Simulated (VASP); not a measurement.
# NbAs (Fm-3m) in VASP: notebook

The runs below take NbAs through single point, with PBEsol.

Everything below comes from runs of VASP 6.6.1. Logs are shortened: lines on timing, memory, paths and dates and some standing lists are left out, and cuts for length are marked.

### Step 1. The cell of the first run

The structure is cubic, space group Fm-3m (No. 225). Conventional cell: a = 5.213 Å, b = 5.213 Å, c = 5.213 Å, α = 90.00°, β = 90.00°, γ = 90.00°. Within 3.4 Å of Nb (site symmetry m-3m) lie 6 As at 2.61 Å. Within 3.4 Å of As (site symmetry m-3m) lie 6 Nb at 2.61 Å.

### Step 2. Single point, PBEsol

Contents of INCAR:

```
  ALGO = Normal
  EDIFF = 1E-6
  ENCUT = 520
  GGA = PS
  ISIF = 2
  ISMEAR = 0
  LASPH = True
  LCHARG = False
  LREAL = False
  LWAVE = False
  NBANDS = 16
  NELM = 80
  PREC = Accurate
  SIGMA = 0.05
```

Contents of KPOINTS:

```
k-points
0
Gamma
  10 10 10
```

Contents of POSCAR:

```
NbAs
1.0
    0.0000000000      2.6066182476      2.6066182476
    2.6066182476      0.0000000000      2.6066182476
    2.6066182476      2.6066182476      0.0000000000
Nb As
1 1
Direct
    0.5000000000      0.5000000000      0.5000000000
    0.0000000000      0.0000000000      0.0000000000
```

Potentials or basis: VASP PAW PBE potentials, release 64 (Nb_sv, As).

On the command line:

```
$ cat potpaw_PBE.64/Nb_sv/POTCAR potpaw_PBE.64/As/POTCAR > POTCAR
$ mpirun -np 1 vasp_std > vasp.out
```

OUTCAR:

```text
EDIFF = 1E-6
   ENCUT = 520
   GGA = PS
   ISIF = 2
   ISMEAR = 0
   LASPH = True
   LREAL = False
   NELM = 80
   PREC = Accurate

 ion  position               nearest neighbor table
   1  0.500  0.500  0.500-   2 2.61   2 2.61   2 2.61   2 2.61   2 2.61   2 2.61
   2  0.000  0.000  0.000-   1 2.61   1 2.61   1 2.61   1 2.61   1 2.61   1 2.61

  LATTYP: Found a face centered cubic cell.
 ALAT       =     5.2132364952

  Lattice vectors:

 A1 = (   0.0000000000,   2.6066182476,   2.6066182476)
 A2 = (   2.6066182476,   0.0000000000,   2.6066182476)
 A3 = (   2.6066182476,   2.6066182476,   0.0000000000)

Analysis of symmetry for initial positions (statically):
=====================================================================
 Subroutine PRICEL returns:
 Original cell was already a primitive cell.

 Routine SETGRP: Setting up the symmetry group for a
 face centered cubic supercell.

 Subroutine GETGRP returns: Found 48 space group operations
 (whereof 48 operations were pure point group operations)
 out of a pool of 48 trial point group operations.

The static configuration has the point symmetry O_h .

Analysis of symmetry for dynamics (positions and initial velocities):
=====================================================================
 Subroutine PRICEL returns:
 Original cell was already a primitive cell.

 Routine SETGRP: Setting up the symmetry group for a
 face centered cubic supercell.

 Subroutine GETGRP returns: Found 48 space group operations
 (whereof 48 operations were pure point group operations)
 out of a pool of 48 trial point group operations.

The dynamic configuration has the point symmetry O_h .

 Subroutine INISYM returns: Found 48 space group operations
 (whereof 48 operations are pure point group operations),
 and found     1 'primitive' translations

----------------------------------------------------------------------------------------

                                     Primitive cell

  volume of cell :      35.4211

  direct lattice vectors                    reciprocal lattice vectors
     0.000000000  2.606618248  2.606618248    -0.191819420  0.191819420  0.191819420
     2.606618248  0.000000000  2.606618248     0.191819420 -0.191819420  0.191819420
     2.606618248  2.606618248  0.000000000     0.191819420  0.191819420 -0.191819420

  length of vectors
     3.686314878  3.686314878  3.686314878     0.332240981  0.332240981  0.332240981

  position of ions in fractional coordinates (direct lattice)
     0.500000000  0.500000000  0.500000000
     0.000000000  0.000000000  0.000000000

  ion indices of the primitive-cell ions
   primitive index   ion index
                 1           1
                 2           2

----------------------------------------------------------------------------------------

 KPOINTS: k-points

Automatic generation of k-mesh.
 Grid dimensions read from file:
 generate k-points for:   10   10   10

 Generating k-lattice:

  Cartesian coordinates                     Fractional coordinates (reciprocal lattice)
    -0.019181942  0.019181942  0.019181942     0.100000000  0.000000000  0.000000000
     0.019181942 -0.019181942  0.019181942     0.000000000  0.100000000  0.000000000
     0.019181942  0.019181942 -0.019181942     0.000000000  0.000000000  0.100000000

  Length of vectors
     0.033224098  0.033224098  0.033224098

  Shift w.r.t. Gamma in fractional coordinates (k-lattice)
     0.000000000  0.000000000  0.000000000

 Subroutine IBZKPT returns following result:
 ===========================================

 Found     47 irreducible k-points:

 Following reciprocal coordinates:
            Coordinates               Weight
  0.000000  0.000000  0.000000      1.000000
  0.100000  0.000000  0.000000      8.000000
  0.200000  0.000000  0.000000      8.000000
  0.300000  0.000000  0.000000      8.000000
  0.400000  0.000000  0.000000      8.000000
  0.500000  0.000000  0.000000      4.000000
[... 16 lines left out ...]
  0.300000  0.300000  0.000000      6.000000
  0.400000  0.300000  0.000000     24.000000
 [... further k-points ...]
   k-points           NKPTS =     47   k-points in BZ     NKDIM =     47   number of bands    NBANDS=     16
   number of dos      NEDOS =    301   number of ions     NIONS =      2
   total plane-waves  NPLWV =  21952
   dimension x,y,z NGX =    28 NGY =   28 NGZ =   28
   dimension x,y,z NGXF=    56 NGYF=   56 NGZF=   56
   ions per type =               1   1
   NGX,Y,Z   is equivalent  to a cutoff of  12.63, 12.63, 12.63 a.u.
   NGXF,Y,Z  is equivalent  to a cutoff of  25.25, 25.25, 25.25 a.u.
 SYSTEM =  unknown system
   PREC   = accura    normal or accurate (medium, high low for compatibility)
   ISTART =      0    job   : 0-new  1-cont  2-samecut
   ICHARG =      2    charge: 1-file 2-atom 10-const
   ISPIN  =      1    spin polarized calculation?
   LNONCOLLINEAR =      F non collinear calculations
   LSORBIT =      F    spin-orbit coupling
   LASPH  =      T    aspherical Exc in radial PAW
   ENCUT  =  520.0 eV  38.22 Ry    6.18 a.u.   6.85  6.85  6.85*2*pi/ulx,y,z
   NELM   =     80;   NELMIN=  2; NELMDL= -5     # of ELM steps
   EDIFF  = 0.1E-05   stopping-criterion for ELM
   LREAL  =      F    real-space projection
   EDIFFG = 0.1E-04   stopping-criterion for IOM
   NSW    =      0    number of steps for IOM
   IBRION =     -1    ionic relax: 0-MD 1-quasi-New 2-CG
   NFREE  =      0    steps in history (QN), initial steepest desc. (CG)
   ISIF   =      2    stress and relaxation
   ISYM   =      2    0-nonsym 1-usesym 2-fastsym
   POTIM  = 0.5000    time-step for ionic-motion
   TEBEG  =    0.0;   TEEND  =   0.0 temperature during run
   PSTRESS=    0.0 pullay stress
   NELECT =      18.0000    total number of electrons
   NUPDOWN=      -1.0000    fix difference up-down
   EMIN   =  10.00;   EMAX   =-10.00  energy-range for DOS
   EFERMI =   0.00;   METHOD = LEGACY
   ISMEAR =     0;   SIGMA  =   0.05  broadening in eV -4-tet -1-fermi 0-gaus
   EFERMI_NEDOS =   21; number of points for ismear=-14 and -15
   IALGO  =     38    algorithm
   IMIX   =      4    mixing-type and parameters
     AMIX     =   0.40;   BMIX     =  1.00
     AMIX_MAG =   1.60;   BMIX_MAG =  1.00
  volume/ion in A,a.u.               =      17.71       119.52
  Fermi-wavevector in a.u.,A,eV,Ry     =   1.306406  2.468750 23.221025  1.706697
  Thomas-Fermi vector in A             =   2.437210
   LORBIT       =      0    0 simple, 1 ext, 2 COOP (PROOUT), +10 PAW based schemes
   GGA     = PS    functional components
   LHFCALC =     F    Hartree Fock is set to
   AEXX    =    0.0000 exact exchange contribution
   IVDW    =     0    specifies the selected vdW correction
   LEPSILON=     F    determine dielectric tensor
   LRPA    =     F    only Hartree local field effects (RPA)
 non-spin polarized calculation
 Gauss-broadening in eV      SIGMA  =   0.05
  energy-cutoff  :      520.00
  volume of cell :       35.42
 maximum number of plane-waves:       966
   NGX = 13   NGY = 13   NGZ = 13

 number of electron      18.0000000 magnetization

 Free energy of the ion-electron system (eV)
  ---------------------------------------------------
  ext. energy  EPLUGINS =         0.00000000
  ---------------------------------------------------
  free energy    TOTEN  =       -16.64109920 eV

  energy without entropy =      -16.64081776  energy(sigma->0) =      -16.64095848

 E-fermi :  10.0197     XC(G=0): -11.8509

 val. band max:        9.9638590225   @ k =  -0.3000   0.5000   0.2000
 cond. band min:      10.0666825523   @ k =   0.5000   0.5000   0.0000
 fundamental gap:      0.1028235298
 Fermi energy:        10.0197097055

 k-point     1 :       0.0000    0.0000    0.0000
  band No.  band energies     occupation
      1     -45.6437      2.00000
      2     -21.7101      2.00000
      3     -21.7101      2.00000
      4     -21.7101      2.00000
      5      -3.6589      2.00000
      6       8.4186      2.00000
[... 8 lines left out ...]
     15      17.4714      0.00000
     16      23.3625      0.00000

 k-point     2 :       0.1000    0.0000    0.0000
  band No.  band energies     occupation
      1     -45.6422      2.00000
      2     -21.7299      2.00000
      3     -21.7115      2.00000
      4     -21.7115      2.00000
      5      -3.4978      2.00000
      6       7.6905      2.00000
[... 8 lines left out ...]
     15      17.7912      0.00000
     16      22.2438      0.00000

 k-point     3 :       0.2000    0.0000    0.0000
  band No.  band energies     occupation
      1     -45.6385      2.00000
      2     -21.7811      2.00000
      3     -21.7152      2.00000
      4     -21.7152      2.00000
      5      -3.0385      2.00000
      6       6.2062      2.00000
[... 8 lines left out ...]
     15      18.4741      0.00000
     16      21.0925      0.00000

 k-point     4 :       0.3000    0.0000    0.0000
  band No.  band energies     occupation
      1     -45.6338      2.00000
      2     -21.8435      2.00000
      3     -21.7198      2.00000
      4     -21.7198      2.00000
      5      -2.3601      2.00000
      6       4.6659      2.00000
[... 8 lines left out ...]
     15      19.3108      0.00000
     16      19.3108      0.00000
[... 324 lines left out ...]
 k-point    22 :      -0.2000    0.2000    0.0000
  band No.  band energies     occupation
      1     -45.6321      2.00000
      2     -21.8307      2.00000
      3     -21.7611      2.00000
      4     -21.7164      2.00000
      5      -2.2411      2.00000
      6       4.6178      2.00000
[... 8 lines left out ...]
     15      18.1988      0.00000
     16      19.8134      0.00000

 k-point    23 :       0.3000    0.3000    0.0000
  band No.  band energies     occupation
      1     -45.6303      2.00000
      2     -21.8235      2.00000
      3     -21.7548      2.00000
      4     -21.7548      2.00000
      5      -2.3724      2.00000
      6       4.5844      2.00000
[... 8 lines left out ...]
     15      19.9916      0.00000
     16      20.7698      0.00000

 k-point    24 :       0.4000    0.3000    0.0000
  band No.  band energies     occupation
      1     -45.6272      2.00000
      2     -21.8496      2.00000
      3     -21.7671      2.00000
      4     -21.7616      2.00000
      5      -2.1141      2.00000
      6       4.4935      2.00000
[... 8 lines left out ...]
     15      19.5976      0.00000
     16      20.9878      0.00000

 [... further k-points ...]

------------------------ aborting loop because EDIFF is reached ----------------------------------------

  FORCE on cell =-STRESS in cart. coord.  units (eV):
  Direction    XX          YY          ZZ          XY          YZ          ZX
  --------------------------------------------------------------------------------------
  -------------------------------------------------------------------------------------
  Total       -0.0111333     -0.0111333     -0.0111333      0.0000000      0.0000000      0.0000000
  in kB       -0.5035864     -0.5035864     -0.5035864      0.0000000      0.0000000      0.0000000
  external PRESSURE =      -0.5035864 kB  Pullay stress =       0.0000000 kB

 VOLUME and BASIS-vectors are now :
 -----------------------------------------------------------------------------
  energy-cutoff  :      520.00
  volume of cell :       35.42
      direct lattice vectors                 reciprocal lattice vectors
     0.000000000  2.606618248  2.606618248    -0.191819420  0.191819420  0.191819420
     2.606618248  0.000000000  2.606618248     0.191819420 -0.191819420  0.191819420
     2.606618248  2.606618248  0.000000000     0.191819420  0.191819420 -0.191819420

 POSITION                                       TOTAL-FORCE (eV/Angst)
 -----------------------------------------------------------------------------------
      2.60662      2.60662      2.60662         0.000000     -0.000000      0.000000
      0.00000      0.00000      0.00000        -0.000000      0.000000     -0.000000
 -----------------------------------------------------------------------------------
    total drift:                                0.000000      0.000000      0.000000

  FREE ENERGIE OF THE ION-ELECTRON SYSTEM (eV)
  ---------------------------------------------------
  free  energy   TOTEN  =       -16.6410991974 eV

  energy  without entropy=      -16.6408177583  energy(sigma->0) =      -16.64095848
```

Run time: 43 s. Hardware: 1 thread of Intel Xeon 8259CL, shared host; peak memory 0.17 GiB.

What came out:

```
Free energy            : -16.6411 eV
Pressure               : -0.1 GPa
Band gap on the k mesh : zero (band 9 reaches 10.64 eV, above the bottom of band 10 at 8.70 eV)
```

Caveat: the PAW data sets were made with another functional, which shifts forces and pressure a little.

### Step 3. Single point, PBEsol

Contents of INCAR:

```
PREC = Accurate
ENCUT = 520
EDIFF = 1E-7
ISMEAR = 0
SIGMA = 0.05
LREAL = False
LASPH = True
NELM = 80
ALGO = Normal
ISIF = 2
LWAVE = False
LCHARG = False
GGA = PS
NBANDS = 16
```

Contents of KPOINTS:

```
Automatic mesh
0
Gamma
  10 10 10
```

Contents of POSCAR:

```
NbAs
1.0
    0.0000000000      2.6051860634      2.6051860634
    2.6051860634      0.0000000000      2.6051860634
    2.6051860634      2.6051860634      0.0000000000
Nb As
1 1
Direct
    0.5000000000      0.5000000000      0.5000000000
    0.0000000000      0.0000000000      0.0000000000
```

Potentials or basis: VASP PAW PBE potentials, release 64 (Nb_sv, As).

On the command line:

```
$ cat potpaw_PBE.64/Nb_sv/POTCAR potpaw_PBE.64/As/POTCAR > POTCAR
$ mpirun -np 1 vasp_std > vasp.out
```

It took 49 s on 1 thread of Intel Xeon 8259CL, shared host; peak memory 0.17 GiB.

The run converged. Its results:

```yaml
Free_energy: -16.6411 eV
Pressure: 0.2 GPa
Band_gap_on_the_k_mesh: zero (band 9 reaches 10.66 eV, above the bottom of band 10 at 8.72 eV)
```

Levels at points of the mesh, in eV from the Fermi level:
| k point | band 6 | band 7 | band 8 | band 9 | band 10 | band 11 | band 12 | band 13 |
| --- | --- | --- | --- | --- | --- | --- | --- | --- |
| (0.00, 0.00, 0.00) | -1.61 | -1.61 | -1.61 | -0.95 | -0.95 | -0.12 | -0.12 | -0.12 |
| (0.50, 0.00, 0.00) | -7.15 | -4.53 | -4.53 | 0.62 | 0.62 | 1.55 | 3.18 | 6.88 |
| (0.50, 0.50, 0.00) | -5.05 | -3.46 | -2.05 | -2.05 | 0.05 | 1.33 | 1.33 | 2.56 |

Caveat: the PAW data sets were made with another functional, which shifts forces and pressure a little.
